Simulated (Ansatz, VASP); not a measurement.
## One calculation of C, two programs

Contents of INCAR:

```
SYSTEM = C
ALGO = Normal ; EDIFF = 1E-7
ENCUT = 520 ; ISIF = 2
ISMEAR = -1 ; LASPH = .TRUE.
LCHARG = .TRUE. ; LELF = .TRUE.
LREAL = .FALSE. ; LVHAR = .TRUE.
LWAVE = .FALSE. ; NBANDS = 11
NELM = 80 ; PREC = Accurate
SIGMA = 0.03
```

KPOINTS

```
k-points
0
G
  16 16 16
  0 0 0
```

Contents of POSCAR:

```
C
1.0
    0.0000000000      1.7469938663      1.7469938663
    1.7469938663      0.0000000000      1.7469938663
    1.7469938663      1.7469938663      0.0000000000
C
2
Direct
    0.5000000000      0.5000000000      0.5000000000
    0.7500000000      0.7500000000      0.7500000000
```

Input for Ansatz:

```yaml
crystal:
  lattice:
    - [0.0, 1.7469938663, 1.7469938663]
    - [1.7469938663, 0.0, 1.7469938663]
    - [1.7469938663, 1.7469938663, 0.0]
  atoms:
    - { symbol: C, position: [0.5, 0.5, 0.5] }
    - { symbol: C, position: [0.75, 0.75, 0.75] }
kpoints:
  mp_grid: { grid: [16, 16, 16] }
  band_path:
    path:
      - [0.0, 0.0, 0.0]
      - [0.5, 0.0, 0.5]
      - [0.625, 0.25, 0.625]
      - [0.375, 0.375, 0.75]
      - [0.0, 0.0, 0.0]
      - [0.5, 0.5, 0.5]
      - [0.5, 0.25, 0.75]
      - [0.5, 0.0, 0.5]
    npoints: 5
scf:
  occupations: { method: fermi_dirac, width: 0.03 }
hamiltonian:
  xc: lda
  pseudopotentials: { kind: all_electron, lapw: { basis_error: 0.00025 } }
output:
  forces: true
  stress: true
  eigenvalues: true
```

Change from the starting cell: volume scaled by 0.94.

Alike in both runs: task single point; functional LDA; k mesh 16 × 16 × 16; occupations fermi-dirac, width 0.03 eV; no spin polarisation.

|  | VASP | Ansatz |
| --- | --- | --- |
| version | VASP 6.6.1 | Ansatz 0.2.0 |
| potentials or method | VASP PAW LDA potentials, release 64 (C), cutoff 520 eV | all-electron LAPW, scalar-relativistic |

Ansatz gave:

* gap on the k mesh at the Fermi level (eV): 4.26
* pressure (GPa): 16.1

Problem. Estimate VASP's values.

Solution. gap on the k mesh at the Fermi level (eV): 4.25; pressure (GPa): 17.8.

LDA's correlation is that of Perdew and Zunger in VASP and of Perdew and Wang (1992) in Ansatz. Ansatz ran all-electron here, and VASP with PAW potentials.
